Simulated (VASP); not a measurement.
# CsH (Pm-3m) in VASP: notebook

Aim: see how the results for CsH move with the level of theory and the settings. Levels: LDA, r2SCAN. Tasks: single point.

Program: VASP 6.6.1. These are calculated values, not measurements. Logs are shortened: lines on timing, memory, paths and dates and some standing lists are left out, and cuts for length are marked.

## Step 1: The cell of the first run

It takes space group Pm-3m (No. 221, cubic). Conventional cell: a = 3.813 Å, b = 3.813 Å, c = 3.813 Å, α = 90.00°, β = 90.00°, γ = 90.00°. Within 4.3 Å of Cs (site symmetry m-3m) lie 8 H at 3.30 Å and 6 Cs at 3.81 Å. H (site symmetry m-3m) has 8 Cs at 3.30 Å and 6 H at 3.81 Å within 4.3 Å.

## Step 2: Single point, LDA

INCAR

```
SYSTEM = CsH
  PREC = Accurate
  ENCUT = 520
  EDIFF = 1E-7
  ISMEAR = 0
  SIGMA = 0.01
  LREAL = .FALSE.
  LASPH = .TRUE.
  NELM = 60
  ALGO = Normal
  ISIF = 2
  LWAVE = .FALSE.
  LCHARG = .TRUE.
  LELF = .TRUE.
  LVHAR = .TRUE.
  NBANDS = 12
```

KPOINTS

```
Automatic mesh
0
G
  4 4 4
  0 0 0
```

POSCAR

```
CsH
1.0
    3.8130897759      0.0000000000      0.0000000000
    0.0000000000      3.8130897759      0.0000000000
    0.0000000000      0.0000000000      3.8130897759
Cs H
1 1
Direct
    0.0000000000      0.0000000000      0.0000000000
    0.5000000000      0.5000000000      0.5000000000
```

Potentials or basis: VASP PAW LDA potentials, release 64 (Cs_sv, H).

On the command line:

```
> cat potpaw_LDA.64/Cs_sv/POTCAR potpaw_LDA.64/H/POTCAR > POTCAR
> mpirun -np 1 vasp_std > vasp.out
```

OUTCAR:

```text
SYSTEM = CsH
   PREC = Accurate
   ENCUT = 520
   EDIFF = 1E-7
   ISMEAR = 0
   LREAL = .FALSE.
   LASPH = .TRUE.
   NELM = 60
   ISIF = 2

 ion  position               nearest neighbor table
   1  0.000  0.000  0.000-
   2  0.500  0.500  0.500-

  LATTYP: Found a simple cubic cell.
 ALAT       =     3.8130897759

  Lattice vectors:

 A1 = (   3.8130897759,   0.0000000000,   0.0000000000)
 A2 = (   0.0000000000,   3.8130897759,   0.0000000000)
 A3 = (   0.0000000000,   0.0000000000,   3.8130897759)

Analysis of symmetry for initial positions (statically):
=====================================================================
 Subroutine PRICEL returns:
 Original cell was already a primitive cell.

 Routine SETGRP: Setting up the symmetry group for a
 simple cubic supercell.

 Subroutine GETGRP returns: Found 48 space group operations
 (whereof 48 operations were pure point group operations)
 out of a pool of 48 trial point group operations.

The static configuration has the point symmetry O_h .

Analysis of symmetry for dynamics (positions and initial velocities):
=====================================================================
 Subroutine PRICEL returns:
 Original cell was already a primitive cell.

 Routine SETGRP: Setting up the symmetry group for a
 simple cubic supercell.

 Subroutine GETGRP returns: Found 48 space group operations
 (whereof 48 operations were pure point group operations)
 out of a pool of 48 trial point group operations.

The dynamic configuration has the point symmetry O_h .

 Subroutine INISYM returns: Found 48 space group operations
 (whereof 48 operations are pure point group operations),
 and found     1 'primitive' translations

----------------------------------------------------------------------------------------

                                     Primitive cell

  volume of cell :      55.4410

  direct lattice vectors                    reciprocal lattice vectors
     3.813089776  0.000000000  0.000000000     0.262254512  0.000000000  0.000000000
     0.000000000  3.813089776  0.000000000     0.000000000  0.262254512  0.000000000
     0.000000000  0.000000000  3.813089776     0.000000000  0.000000000  0.262254512

  length of vectors
     3.813089776  3.813089776  3.813089776     0.262254512  0.262254512  0.262254512

  position of ions in fractional coordinates (direct lattice)
     0.000000000  0.000000000  0.000000000
     0.500000000  0.500000000  0.500000000

  ion indices of the primitive-cell ions
   primitive index   ion index
                 1           1
                 2           2

----------------------------------------------------------------------------------------

 KPOINTS: Automatic mesh

Automatic generation of k-mesh.
 Grid dimensions read from file:
 generate k-points for:    4    4    4

 Generating k-lattice:

  Cartesian coordinates                     Fractional coordinates (reciprocal lattice)
     0.065563628  0.000000000  0.000000000     0.250000000  0.000000000  0.000000000
     0.000000000  0.065563628  0.000000000     0.000000000  0.250000000  0.000000000
     0.000000000  0.000000000  0.065563628     0.000000000  0.000000000  0.250000000

  Length of vectors
     0.065563628  0.065563628  0.065563628

  Shift w.r.t. Gamma in fractional coordinates (k-lattice)
     0.000000000  0.000000000  0.000000000

 Subroutine IBZKPT returns following result:
 ===========================================

 Found     10 irreducible k-points:

 Following reciprocal coordinates:
            Coordinates               Weight
  0.000000  0.000000  0.000000      1.000000
  0.250000  0.000000  0.000000      6.000000
  0.500000  0.000000  0.000000      3.000000
  0.250000  0.250000  0.000000     12.000000
  0.500000  0.250000  0.000000     12.000000
  0.500000  0.500000  0.000000      3.000000
  0.250000  0.250000  0.250000      8.000000
  0.500000  0.250000  0.250000     12.000000
  0.500000  0.500000  0.250000      6.000000
  0.500000  0.500000  0.500000      1.000000
   k-points           NKPTS =     10   k-points in BZ     NKDIM =     10   number of bands    NBANDS=     12
   number of dos      NEDOS =    301   number of ions     NIONS =      2
   total plane-waves  NPLWV =  21952
   dimension x,y,z NGX =    28 NGY =   28 NGZ =   28
   dimension x,y,z NGXF=    56 NGYF=   56 NGZF=   56
   ions per type =               1   1
   NGX,Y,Z   is equivalent  to a cutoff of  12.21, 12.21, 12.21 a.u.
   NGXF,Y,Z  is equivalent  to a cutoff of  24.42, 24.42, 24.42 a.u.
 SYSTEM =  CsH
   PREC   = accura    normal or accurate (medium, high low for compatibility)
   ISTART =      0    job   : 0-new  1-cont  2-samecut
   ICHARG =      2    charge: 1-file 2-atom 10-const
   ISPIN  =      1    spin polarized calculation?
   LNONCOLLINEAR =      F non collinear calculations
   LSORBIT =      F    spin-orbit coupling
   LASPH  =      T    aspherical Exc in radial PAW
   ENCUT  =  520.0 eV  38.22 Ry    6.18 a.u.   7.09  7.09  7.09*2*pi/ulx,y,z
   NELM   =     60;   NELMIN=  2; NELMDL= -5     # of ELM steps
   EDIFF  = 0.1E-06   stopping-criterion for ELM
   LREAL  =      F    real-space projection
   EDIFFG = 0.1E-05   stopping-criterion for IOM
   NSW    =      0    number of steps for IOM
   IBRION =     -1    ionic relax: 0-MD 1-quasi-New 2-CG
   NFREE  =      0    steps in history (QN), initial steepest desc. (CG)
   ISIF   =      2    stress and relaxation
   ISYM   =      2    0-nonsym 1-usesym 2-fastsym
   POTIM  = 0.5000    time-step for ionic-motion
   TEBEG  =    0.0;   TEEND  =   0.0 temperature during run
   PSTRESS=    0.0 pullay stress
   NELECT =      10.0000    total number of electrons
   NUPDOWN=      -1.0000    fix difference up-down
   EMIN   =  10.00;   EMAX   =-10.00  energy-range for DOS
   EFERMI =   0.00;   METHOD = LEGACY
   ISMEAR =     0;   SIGMA  =   0.01  broadening in eV -4-tet -1-fermi 0-gaus
   EFERMI_NEDOS =   21; number of points for ismear=-14 and -15
   IALGO  =     38    algorithm
   IMIX   =      4    mixing-type and parameters
     AMIX     =   0.40;   BMIX     =  1.00
     AMIX_MAG =   1.60;   BMIX_MAG =  1.00
  volume/ion in A,a.u.               =      27.72       187.07
  Fermi-wavevector in a.u.,A,eV,Ry     =   0.924977  1.747954 11.640917  0.855583
  Thomas-Fermi vector in A             =   2.050782
   LORBIT       =      0    0 simple, 1 ext, 2 COOP (PROOUT), +10 PAW based schemes
   GGA     = CA    functional components
   LHFCALC =     F    Hartree Fock is set to
   AEXX    =    0.0000 exact exchange contribution
   IVDW    =     0    specifies the selected vdW correction
   LEPSILON=     F    determine dielectric tensor
   LRPA    =     F    only Hartree local field effects (RPA)
 non-spin polarized calculation
 Gauss-broadening in eV      SIGMA  =   0.01
  energy-cutoff  :      520.00
  volume of cell :       55.44
 maximum number of plane-waves:      1510
   NGX = 15   NGY = 15   NGZ = 15

 number of electron      10.0000001 magnetization

 Free energy of the ion-electron system (eV)
  ---------------------------------------------------
  ext. energy  EPLUGINS =         0.00000000
  ---------------------------------------------------
  free energy    TOTEN  =        -4.90562610 eV

  energy without entropy =       -4.90562610  energy(sigma->0) =       -4.90562610

 E-fermi :   0.8209     XC(G=0):  -8.2059

 val. band max:        0.6922299557   @ k =   0.5000   0.5000   0.5000
 cond. band min:       2.9652117256   @ k =   0.5000   0.0000   0.0000
 fundamental gap:      2.2729817699
 Fermi energy:         0.8208878149

 k-point     1 :       0.0000    0.0000    0.0000
  band No.  band energies     occupation
      1     -21.1879      2.00000
      2      -7.2397      2.00000
      3      -7.2397      2.00000
      4      -7.2397      2.00000
      5      -1.4512      2.00000
      6       3.7393      0.00000
      7       3.7393      0.00000
      8       7.6824      0.00000
      9       9.9881      0.00000
     10       9.9881      0.00000
     11       9.9881      0.00000
     12      10.8239      0.00000

 k-point     2 :       0.2500    0.0000    0.0000
  band No.  band energies     occupation
      1     -21.1083      2.00000
      2      -8.1176      2.00000
      3      -7.1599      2.00000
      4      -7.1599      2.00000
      5      -0.6135      2.00000
      6       4.0893      0.00000
      7       4.1893      0.00000
      8       7.4085      0.00000
      9       7.6434      0.00000
     10       7.6434      0.00000
     11      10.2004      0.00000
     12      11.6827      0.00000

 k-point     3 :       0.5000    0.0000    0.0000
  band No.  band energies     occupation
      1     -21.0258      2.00000
      2      -8.8216      2.00000
      3      -7.0771      2.00000
      4      -7.0771      2.00000
      5       0.4177      2.00000
      6       2.9652      0.00000
      7       4.5406      0.00000
      8       6.5605      0.00000
      9       6.5605      0.00000
     10      10.0111      0.00000
     11      10.4418      0.00000
     12      10.9647      0.00000
[... 76 lines left out ...]
 k-point     9 :       0.5000    0.5000    0.2500
  band No.  band energies     occupation
      1     -20.7993      2.00000
      2      -8.3780      2.00000
      3      -8.3780      2.00000
      4      -7.6448      2.00000
      5      -0.1622      2.00000
      6       4.3081      0.00000
      7       4.3081      0.00000
      8       4.9099      0.00000
      9       7.1427      0.00000
     10      10.7236      0.00000
     11      10.7236      0.00000
     12      12.2335      0.00000

 k-point    10 :       0.5000    0.5000    0.5000
  band No.  band energies     occupation
      1     -20.7242      2.00000
      2      -8.2553      2.00000
      3      -8.2553      2.00000
      4      -8.2553      2.00000
      5       0.6922      2.00000
      6       3.1245      0.00000
      7       3.1245      0.00000
      8       3.1245      0.00000
      9      11.9836      0.00000
     10      11.9836      0.00000
     11      11.9836      0.00000
     12      12.3887      0.00000

------------------------ aborting loop because EDIFF is reached ----------------------------------------

  FORCE on cell =-STRESS in cart. coord.  units (eV):
  Direction    XX          YY          ZZ          XY          YZ          ZX
  --------------------------------------------------------------------------------------
  -------------------------------------------------------------------------------------
  Total       -0.6331103     -0.6331103     -0.6331103      0.0000000     -0.0000000      0.0000000
  in kB      -18.2961146    -18.2961146    -18.2961146      0.0000000     -0.0000000      0.0000000
  external PRESSURE =     -18.2961146 kB  Pullay stress =       0.0000000 kB

 VOLUME and BASIS-vectors are now :
 -----------------------------------------------------------------------------
  energy-cutoff  :      520.00
  volume of cell :       55.44
      direct lattice vectors                 reciprocal lattice vectors
     3.813089776  0.000000000  0.000000000     0.262254512  0.000000000  0.000000000
     0.000000000  3.813089776  0.000000000     0.000000000  0.262254512  0.000000000
     0.000000000  0.000000000  3.813089776     0.000000000  0.000000000  0.262254512

 POSITION                                       TOTAL-FORCE (eV/Angst)
 -----------------------------------------------------------------------------------
      0.00000      0.00000      0.00000         0.000000      0.000000      0.000000
      1.90654      1.90654      1.90654         0.000000      0.000000      0.000000
 -----------------------------------------------------------------------------------
    total drift:                                0.000000      0.000000      0.000000

  FREE ENERGIE OF THE ION-ELECTRON SYSTEM (eV)
  ---------------------------------------------------
  free  energy   TOTEN  =        -4.9056260998 eV

  energy  without entropy=       -4.9056260998  energy(sigma->0) =       -4.90562610
```

Run time: 5.8 s. Hardware: 1 thread of Intel Xeon 8259CL, shared host; peak memory 0.14 GiB.

Results:

| Property | Result |
| --- | --- |
| Free energy | -4.9056 eV |
| Pressure | -1.8 GPa |
| Band gap on the k mesh | 2.27 eV (least direct gap 2.43 eV) |

Caveat: spin-orbit coupling is left out, which moves the levels of the heavy elements.

## Step 3: Single point, r2SCAN

POSCAR is that of step 2.

INCAR.step1

```
  PREC = Accurate
  ENCUT = 520
  ISMEAR = 0
  SIGMA = 0.01
  LREAL = F
  LASPH = T
  NELM = 80
  NBANDS = 12
  GGA = PE
  ALGO = Normal
  EDIFF = 1E-4
  LWAVE = T
  LCHARG = F
```

INCAR.step2

```
  PREC = Accurate
  ENCUT = 520
  EDIFF = 1E-6
  ISMEAR = 0
  SIGMA = 0.01
  LREAL = F
  LASPH = T
  NELM = 80
  ALGO = Normal
  ISIF = 2
  LWAVE = F
  LCHARG = F
  METAGGA = R2SCAN
  LMIXTAU = T
  NBANDS = 12
  ISTART = 1
```

KPOINTS

```
regular mesh
0
Gamma
  4 4 4
```

Potentials or basis: VASP PAW PBE potentials, release 64 (Cs_sv, H).

On the command line:

```
> cat potpaw_PBE.64/Cs_sv/POTCAR potpaw_PBE.64/H/POTCAR > POTCAR
> cp INCAR.step1 INCAR
> mpirun -np 1 vasp_std > vasp.out
> cp INCAR.step2 INCAR
> mpirun -np 1 vasp_std > vasp.out
```

OUTCAR:

```text
PREC = Accurate
   ENCUT = 520
   EDIFF = 1E-6
   ISMEAR = 0
   LREAL = F
   LASPH = T
   NELM = 80
   ISIF = 2
   METAGGA = R2SCAN
   ISTART = 1

 ion  position               nearest neighbor table
   1  0.000  0.000  0.000-
   2  0.500  0.500  0.500-

  LATTYP: Found a simple cubic cell.
 ALAT       =     3.8130897759

  Lattice vectors:

 A1 = (   3.8130897759,   0.0000000000,   0.0000000000)
 A2 = (   0.0000000000,   3.8130897759,   0.0000000000)
 A3 = (   0.0000000000,   0.0000000000,   3.8130897759)

Analysis of symmetry for initial positions (statically):
=====================================================================
 Subroutine PRICEL returns:
 Original cell was already a primitive cell.

 Routine SETGRP: Setting up the symmetry group for a
 simple cubic supercell.

 Subroutine GETGRP returns: Found 48 space group operations
 (whereof 48 operations were pure point group operations)
 out of a pool of 48 trial point group operations.
[... 153 lines left out ...]
 Fermi energy:         0.5819018134

 k-point     1 :       0.0000    0.0000    0.0000
  band No.  band energies     occupation
      1     -21.9909      2.00000
      2      -7.6724      2.00000
      3      -7.6724      2.00000
      4      -7.6724      2.00000
      5      -1.4089      2.00000
      6       4.2983      0.00000
      7       4.2983      0.00000
      8       8.5031      0.00000
      9      10.4919      0.00000
     10      10.4919      0.00000
     11      10.4919      0.00000
     12      11.6298      0.00000
[... 121 lines left out ...]
 k-point    10 :       0.5000    0.5000    0.5000
  band No.  band energies     occupation
      1     -21.5161      2.00000
      2      -8.6659      2.00000
      3      -8.6659      2.00000
      4      -8.6659      2.00000
      5       0.4926      2.00000
      6       3.6398      0.00000
      7       3.6398      0.00000
      8       3.6398      0.00000
      9      12.7744      0.00000
     10      12.7744      0.00000
     11      13.2312      0.00000
     12      13.2312      0.00000

------------------------ aborting loop because EDIFF is reached ----------------------------------------

  FORCE on cell =-STRESS in cart. coord.  units (eV):
  Direction    XX          YY          ZZ          XY          YZ          ZX
  --------------------------------------------------------------------------------------
  -------------------------------------------------------------------------------------
  Total        0.0291606      0.0291606      0.0291606     -0.0000000      0.0000000      0.0000000
  in kB        0.8427065      0.8427065      0.8427065     -0.0000000      0.0000000      0.0000000
  external PRESSURE =       0.8427065 kB  Pullay stress =       0.0000000 kB

 VOLUME and BASIS-vectors are now :
 -----------------------------------------------------------------------------
  energy-cutoff  :      520.00
  volume of cell :       55.44
      direct lattice vectors                 reciprocal lattice vectors
     3.813089776  0.000000000  0.000000000     0.262254512  0.000000000  0.000000000
     0.000000000  3.813089776  0.000000000     0.000000000  0.262254512  0.000000000
     0.000000000  0.000000000  3.813089776     0.000000000  0.000000000  0.262254512

 POSITION                                       TOTAL-FORCE (eV/Angst)
 -----------------------------------------------------------------------------------
      0.00000      0.00000      0.00000         0.000000      0.000000      0.000000
      1.90654      1.90654      1.90654         0.000000      0.000000      0.000000
 -----------------------------------------------------------------------------------
    total drift:                               -0.000000      0.000000      0.000000

  FREE ENERGIE OF THE ION-ELECTRON SYSTEM (eV)
  ---------------------------------------------------
  free  energy   TOTEN  =       -28.9552818714 eV

  energy  without entropy=      -28.9552818714  energy(sigma->0) =      -28.95528187
```

OUTCAR.step1:

```text
PREC = Accurate
   ENCUT = 520
   ISMEAR = 0
   LREAL = F
   LASPH = T
[... 353 lines left out ...]
 -----------------------------------------------------------------------------------
      0.00000      0.00000      0.00000         0.000000      0.000000      0.000000
      1.90654      1.90654      1.90654         0.000000      0.000000      0.000000
 -----------------------------------------------------------------------------------
    total drift:                                0.000000      0.000000      0.000000

  FREE ENERGIE OF THE ION-ELECTRON SYSTEM (eV)
  ---------------------------------------------------
  free  energy   TOTEN  =        -4.4427001387 eV

  energy  without entropy=       -4.4427001387  energy(sigma->0) =       -4.44270014
```

Wall time 26 s (1 thread of Intel Xeon 8259CL, shared host); peak memory 0.16 GiB.

Results:

```
Free energy            : -28.9553 eV
Pressure               : 0.1 GPa
Band gap on the k mesh : 3.15 eV
```

Caveat: the PAW data sets were made with another functional, which shifts forces and pressure a little; spin-orbit coupling is left out, which moves the levels of the heavy elements. A k mesh can miss the band edges.

## Step 4: Single point, r2SCAN

POSCAR is that of step 3.

INCAR.step1

```
SYSTEM = CsH
ALGO = Normal
EDIFF = 1E-4
ENCUT = 520
GGA = PE
ISMEAR = 0
LASPH = .TRUE.
LCHARG = .FALSE.
LREAL = .FALSE.
LWAVE = .TRUE.
NBANDS = 12
NELM = 80
PREC = Accurate
SIGMA = 0.01
```

INCAR.step2

```
SYSTEM = CsH
ALGO = Normal
EDIFF = 1E-6
ENCUT = 520
ISIF = 2
ISMEAR = 0
ISTART = 1
LASPH = .TRUE.
LCHARG = .FALSE.
LMIXTAU = .TRUE.
LREAL = .FALSE.
LWAVE = .FALSE.
METAGGA = R2SCAN
NBANDS = 12
NELM = 80
PREC = Accurate
SIGMA = 0.01
```

KPOINTS

```
k-points
0
G
  4 4 4
  0 0 0
```

On the command line:

```
> cat potpaw_PBE.64/Cs_sv/POTCAR potpaw_PBE.64/H/POTCAR > POTCAR
> cp INCAR.step1 INCAR
> mpirun -np 1 vasp_std > vasp.out
> cp INCAR.step2 INCAR
> mpirun -np 1 vasp_std > vasp.out
```

It took 32 s on 1 thread of Intel Xeon 8259CL, shared host; peak memory 0.16 GiB.

The run converged. Its results:

```
Free energy            : -28.9553 eV
Pressure               : 0.1 GPa
Band gap on the k mesh : 3.15 eV
```

Levels at points of the mesh, in eV from the valence-band top:
| k point | band 3 | band 4 | band 5 | band 6 | band 7 | band 8 |
| --- | --- | --- | --- | --- | --- | --- |
| (0.00, 0.00, 0.00) | -8.16 | -8.16 | -1.90 | 3.81 | 3.81 | 8.01 |
| (0.50, 0.00, 0.00) | -8.01 | -8.01 | -0.24 | 3.22 | 4.60 | 6.61 |
| (0.50, 0.50, 0.00) | -9.38 | -7.87 | -1.23 | 5.00 | 6.86 | 7.44 |
| (0.50, 0.50, 0.50) | -9.16 | -9.16 | 0.00 | 3.15 | 3.15 | 3.15 |

Caveat: the PAW data sets were made with another functional, which shifts forces and pressure a little; spin-orbit coupling is left out, which moves the levels of the heavy elements.
